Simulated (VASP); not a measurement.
# Pt (I4/mmm) in VASP: a series of runs, part 2 of 2

VASP 6.6.1. Earlier steps stand in the parts before.

**5. Single point, r2SCAN (strain +0.000 along x and y, +0.025 along z)**

Contents of POSCAR:

```
Pt
1.0
    0.0000000000      1.9579000000      2.0068475000
    1.9579000000      0.0000000000      2.0068475000
    1.9579000000      1.9579000000      0.0000000000
Pt
1
Direct
    0.0000000000      0.0000000000      0.0000000000
```

Contents of INCAR.step1:

```
SYSTEM = Pt
PREC     = Accurate       ! precision mode
ENCUT    = 520            ! plane-wave cutoff, eV
ISMEAR   = 0              ! smearing method
SIGMA    = 0.15           ! smearing width, eV
LREAL    = .FALSE.        ! projectors in reciprocal space
LASPH    = .TRUE.         ! aspherical terms in the spheres
NELM     = 80             ! most SCF steps
NBANDS   = 11             ! bands
GGA      = PE             ! functional
ALGO     = Normal         ! electronic algorithm
EDIFF    = 1E-4           ! SCF threshold, eV
LWAVE    = .TRUE.         ! write WAVECAR
LCHARG   = .FALSE.        ! write CHGCAR
```

Contents of INCAR.step2:

```
SYSTEM = Pt
PREC     = Accurate       ! precision mode
ENCUT    = 520            ! plane-wave cutoff, eV
EDIFF    = 1E-6           ! SCF threshold, eV
ISMEAR   = 0              ! smearing method
SIGMA    = 0.15           ! smearing width, eV
LREAL    = .FALSE.        ! projectors in reciprocal space
LASPH    = .TRUE.         ! aspherical terms in the spheres
NELM     = 80             ! most SCF steps
ALGO     = Normal         ! electronic algorithm
ISIF     = 2              ! what is computed and relaxed
LWAVE    = .FALSE.        ! write WAVECAR
LCHARG   = .FALSE.        ! write CHGCAR
METAGGA  = R2SCAN         ! meta-GGA
LMIXTAU  = .TRUE.       
NBANDS   = 11             ! bands
ISTART   = 1
```

Contents of KPOINTS:

```
Automatic mesh
0
G
  20 20 20
  0 0 0
```

Potentials or basis: VASP PAW PBE potentials, release 64 (Pt).

On the command line:

```console
$ cat potpaw_PBE.64/Pt/POTCAR > POTCAR
$ cp INCAR.step1 INCAR
$ mpirun -np 1 vasp_std > vasp.out
$ cp INCAR.step2 INCAR
$ mpirun -np 1 vasp_std > vasp.out
```

OUTCAR:

```text
SYSTEM = Pt
   PREC = Accurate
   ENCUT = 520
   EDIFF = 1E-6
   ISMEAR = 0
   LREAL = .FALSE.
   LASPH = .TRUE.
   NELM = 80
   ISIF = 2
   METAGGA = R2SCAN
   ISTART = 1

 ion  position               nearest neighbor table
   1  0.000  0.000  0.000-

  LATTYP: Found a body centered tetragonal cell.
 ALAT       =     2.7688887338
 C/A-ratio  =     1.4495689014

  Lattice vectors:

 A1 = (  -1.9579000000,   0.0000000000,   2.0068475000)
 A2 = (   1.9579000000,   0.0000000000,   2.0068475000)
 A3 = (   0.0000000000,   1.9579000000,  -2.0068475000)

Analysis of symmetry for initial positions (statically):
=====================================================================
 Subroutine PRICEL returns:
 Original cell was already a primitive cell.

 Routine SETGRP: Setting up the symmetry group for a
 body centered tetragonal supercell.

 Subroutine GETGRP returns: Found 16 space group operations
 (whereof 16 operations were pure point group operations)
 out of a pool of 16 trial point group operations.

The static configuration has the point symmetry D_4h.

Analysis of symmetry for dynamics (positions and initial velocities):
=====================================================================
 Subroutine PRICEL returns:
 Original cell was already a primitive cell.

 Routine SETGRP: Setting up the symmetry group for a
 body centered tetragonal supercell.

 Subroutine GETGRP returns: Found 16 space group operations
 (whereof 16 operations were pure point group operations)
 out of a pool of 16 trial point group operations.

The dynamic configuration has the point symmetry D_4h.

 Subroutine INISYM returns: Found 16 space group operations
 (whereof 16 operations are pure point group operations),
 and found     1 'primitive' translations

----------------------------------------------------------------------------------------

                                     Primitive cell

  volume of cell :      15.3860

  direct lattice vectors                    reciprocal lattice vectors
     0.000000000  1.957900000  2.006847500    -0.255375658  0.255375658  0.249146983
     1.957900000  0.000000000  2.006847500     0.255375658 -0.255375658  0.249146983
     1.957900000  1.957900000  0.000000000     0.255375658  0.255375658 -0.249146983

  length of vectors
     2.803713484  2.803713484  2.768888734     0.438756962  0.438756962  0.438756962

  position of ions in fractional coordinates (direct lattice)
     0.000000000  0.000000000  0.000000000

  ion indices of the primitive-cell ions
   primitive index   ion index
                 1           1

----------------------------------------------------------------------------------------

 KPOINTS: Automatic mesh

Automatic generation of k-mesh.
 Grid dimensions read from file:
 generate k-points for:   20   20   20

 Generating k-lattice:

  Cartesian coordinates                     Fractional coordinates (reciprocal lattice)
    -0.012768783  0.012768783  0.012457349     0.050000000  0.000000000  0.000000000
     0.012768783 -0.012768783  0.012457349     0.000000000  0.050000000  0.000000000
     0.012768783  0.012768783 -0.012457349    -0.000000000 -0.000000000  0.050000000

  Length of vectors
     0.021937848  0.021937848  0.021937848

  Shift w.r.t. Gamma in fractional coordinates (k-lattice)
     0.000000000  0.000000000  0.000000000

 Subroutine IBZKPT returns following result:
 ===========================================

 Found    641 irreducible k-points:

 Following reciprocal coordinates:
            Coordinates               Weight
  0.000000  0.000000  0.000000      1.000000
  0.050000 -0.000000  0.000000      8.000000
  0.100000 -0.000000  0.000000      8.000000
  0.150000 -0.000000  0.000000      8.000000
  0.200000 -0.000000  0.000000      8.000000
  0.250000 -0.000000  0.000000      8.000000
[... 16 lines left out ...]
 -0.400000  0.050000  0.000000      8.000000
 -0.350000  0.050000  0.000000      8.000000
 [... further k-points ...]
   k-points           NKPTS =    641   k-points in BZ     NKDIM =    641   number of bands    NBANDS=     11
   number of dos      NEDOS =    301   number of ions     NIONS =      1
   total plane-waves  NPLWV =  13824
   dimension x,y,z NGX =    24 NGY =   24 NGZ =   24
   dimension x,y,z NGXF=    48 NGYF=   48 NGZF=   48
   ions per type =               1
   NGX,Y,Z   is equivalent  to a cutoff of  14.23, 14.23, 14.41 a.u.
   NGXF,Y,Z  is equivalent  to a cutoff of  28.46, 28.46, 28.82 a.u.
 SYSTEM =  Pt
   PREC   = accura    normal or accurate (medium, high low for compatibility)
   ISTART =      1    job   : 0-new  1-cont  2-samecut
   ICHARG =      0    charge: 1-file 2-atom 10-const
   ISPIN  =      1    spin polarized calculation?
   LNONCOLLINEAR =      F non collinear calculations
   LSORBIT =      F    spin-orbit coupling
   LASPH  =      T    aspherical Exc in radial PAW
   ENCUT  =  520.0 eV  38.22 Ry    6.18 a.u.   5.21  5.21  5.15*2*pi/ulx,y,z
   NELM   =     80;   NELMIN=  2; NELMDL=  0     # of ELM steps
   EDIFF  = 0.1E-05   stopping-criterion for ELM
   LREAL  =      F    real-space projection
   EDIFFG = 0.1E-04   stopping-criterion for IOM
   NSW    =      0    number of steps for IOM
   IBRION =     -1    ionic relax: 0-MD 1-quasi-New 2-CG
   NFREE  =      0    steps in history (QN), initial steepest desc. (CG)
   ISIF   =      2    stress and relaxation
   ISYM   =      2    0-nonsym 1-usesym 2-fastsym
   POTIM  = 0.5000    time-step for ionic-motion
   TEBEG  =    0.0;   TEEND  =   0.0 temperature during run
   PSTRESS=    0.0 pullay stress
   NELECT =      10.0000    total number of electrons
   NUPDOWN=      -1.0000    fix difference up-down
   EMIN   =  10.00;   EMAX   =-10.00  energy-range for DOS
   EFERMI =   0.00;   METHOD = LEGACY
   ISMEAR =     0;   SIGMA  =   0.15  broadening in eV -4-tet -1-fermi 0-gaus
   EFERMI_NEDOS =   21; number of points for ismear=-14 and -15
   IALGO  =     38    algorithm
   IMIX   =      4    mixing-type and parameters
     AMIX     =   0.40;   BMIX     =  1.00
     AMIX_MAG =   1.60;   BMIX_MAG =  1.00
  volume/ion in A,a.u.               =      15.39       103.83
  Fermi-wavevector in a.u.,A,eV,Ry     =   1.418077  2.679776 27.360518  2.010941
  Thomas-Fermi vector in A             =   2.539240
   LORBIT       =      0    0 simple, 1 ext, 2 COOP (PROOUT), +10 PAW based schemes
   METAGGA = R2SCAN    functional components
   LHFCALC =     F    Hartree Fock is set to
   AEXX    =    0.0000 exact exchange contribution
   IVDW    =     0    specifies the selected vdW correction
   LEPSILON=     F    determine dielectric tensor
   LRPA    =     F    only Hartree local field effects (RPA)
 non-spin polarized calculation
 Gauss-broadening in eV      SIGMA  =   0.15
  energy-cutoff  :      520.00
  volume of cell :       15.39
 maximum number of plane-waves:       431
 NGX is ok and might be reduce to    24
   NGX = 11   NGY = 11   NGZ = 11

 number of electron      10.0000000 magnetization

 Free energy of the ion-electron system (eV)
  ---------------------------------------------------
  ext. energy  EPLUGINS =         0.00000000
  ---------------------------------------------------
  free energy    TOTEN  =       -51.50968480 eV

  energy without entropy =      -51.49053648  energy(sigma->0) =      -51.50011064

 E-fermi :  10.6359     XC(G=0): -14.4922

 val. band max:       10.6353655602   @ k =  -0.3500   0.1500   0.3500
 cond. band min:      10.6421709108   @ k =  -0.3000   0.2500   0.2000
 fundamental gap:      0.0068053506
 Fermi energy:        10.6358832985

 k-point     1 :       0.0000    0.0000    0.0000
  band No.  band energies     occupation
      1       0.3712      2.00000
      2       6.6543      2.00000
      3       6.9464      2.00000
      4       6.9464      2.00000
      5       8.7679      2.00000
      6       9.1034      2.00000
      7      26.1820      0.00000
      8      30.8210      0.00000
      9      31.4293      0.00000
     10      31.4293      0.00000
     11      37.0330      0.00000
[... 309 lines left out ...]
 k-point    24 :      -0.3500    0.0500    0.0000
  band No.  band energies     occupation
      1       3.3146      2.00000
      2       6.7628      2.00000
      3       7.1137      2.00000
      4       7.8896      2.00000
      5       9.8168      2.00000
      6      10.5566      1.54518
      7      20.0725      0.00000
      8      26.6415      0.00000
      9      30.8202      0.00000
     10      32.8223      0.00000
     11      36.8621      0.00000

 [... further k-points ...]

------------------------ aborting loop because EDIFF is reached ----------------------------------------

  FORCE on cell =-STRESS in cart. coord.  units (eV):
  Direction    XX          YY          ZZ          XY          YZ          ZX
  --------------------------------------------------------------------------------------
  -------------------------------------------------------------------------------------
  Total        0.0002023      0.0002023     -0.2323557      0.0000000      0.0000000      0.0000000
  in kB        0.0210680      0.0210680    -24.1957140      0.0000000      0.0000000      0.0000000
  external PRESSURE =      -8.0511926 kB  Pullay stress =       0.0000000 kB

 VOLUME and BASIS-vectors are now :
 -----------------------------------------------------------------------------
  energy-cutoff  :      520.00
  volume of cell :       15.39
      direct lattice vectors                 reciprocal lattice vectors
     0.000000000  1.957900000  2.006847500    -0.255375658  0.255375658  0.249146983
     1.957900000  0.000000000  2.006847500     0.255375658 -0.255375658  0.249146983
     1.957900000  1.957900000  0.000000000     0.255375658  0.255375658 -0.249146983

 POSITION                                       TOTAL-FORCE (eV/Angst)
 -----------------------------------------------------------------------------------
      0.00000      0.00000      0.00000         0.000000      0.000000     -0.000000
 -----------------------------------------------------------------------------------
    total drift:                                0.000000     -0.000000     -0.000000

  FREE ENERGIE OF THE ION-ELECTRON SYSTEM (eV)
  ---------------------------------------------------
  free  energy   TOTEN  =       -51.5096848014 eV

  energy  without entropy=      -51.4905364827  energy(sigma->0) =      -51.50011064
```

It took 3.2 min on 1 thread of Intel Xeon Platinum 8488C (Sapphire Rapids), shared host; peak memory 0.24 GiB.

What came out:

```yaml
Free_energy: -51.5097 eV
Pressure: -0.8 GPa
Band_gap_on_the_k_mesh: zero (bands 5 and 6 overlap by 2.44 eV)
```

Stress tensor (GPa, compression positive):
```
 0.00  0.00  0.00
 0.00  0.00  0.00
 0.00  0.00 -2.42
```

Levels at points of the mesh, in eV from the Fermi level:
```tsv
k point	band 3	band 4	band 5	band 6	band 7	band 8
(0.00, 0.00, 0.00)	-3.69	-3.69	-1.87	-1.53	15.55	20.19
(0.50, 0.00, 0.00)	-3.74	-0.22	-0.05	0.09	6.01	15.16
(0.50, 0.50, 0.00)	-0.05	0.49	0.49	1.67	8.69	12.27
(0.50, 0.00, 0.50)	-0.07	0.38	0.64	2.15	9.35	11.74
```

Caveat: the cell differs from its parent crystal (strain +0.000 along x and y, +0.025 along z); the PAW data sets were made with another functional, which shifts forces and pressure a little; spin-orbit coupling is left out, which moves the levels of the heavy elements.

**6. Overview**

```tsv
cell	gap on the mesh (eV)	pressure (GPa)
a = 2.734, b = 2.734, c = 2.769 Å, angles 59.6, 59.6, 60.8°, 1 atom	none	14.5
a = 2.770, b = 2.770, c = 2.700 Å, angles 60.8, 60.8, 58.3°, 1 atom	none	15.0
a = 2.805, b = 2.805, c = 2.700 Å, angles 61.2, 61.2, 57.5°, 1 atom	none	7.5
a = 2.804, b = 2.804, c = 2.769 Å, angles 60.4, 60.4, 59.2°, 1 atom	none	-0.8
```

Alike in all rows: task single point; level r2SCAN; potentials or basis VASP PAW PBE potentials, release 64 (Pt); no spin polarisation; k mesh 20 × 20 × 20; cutoff (eV) 520; smearing gaussian 0.15 eV.

Caveats: the PAW data sets were made with another functional, which shifts forces and pressure a little; spin-orbit coupling is left out, which moves the levels of the heavy elements; the cell stands under pressure (at least some runs); the stress differs along the axes, from 11 to 17 GPa (at least some runs); the stress differs along the axes, from 1 to 11 GPa (at least some runs).

Total energies depend on the potentials used, so only differences within one code and one set of settings carry meaning.
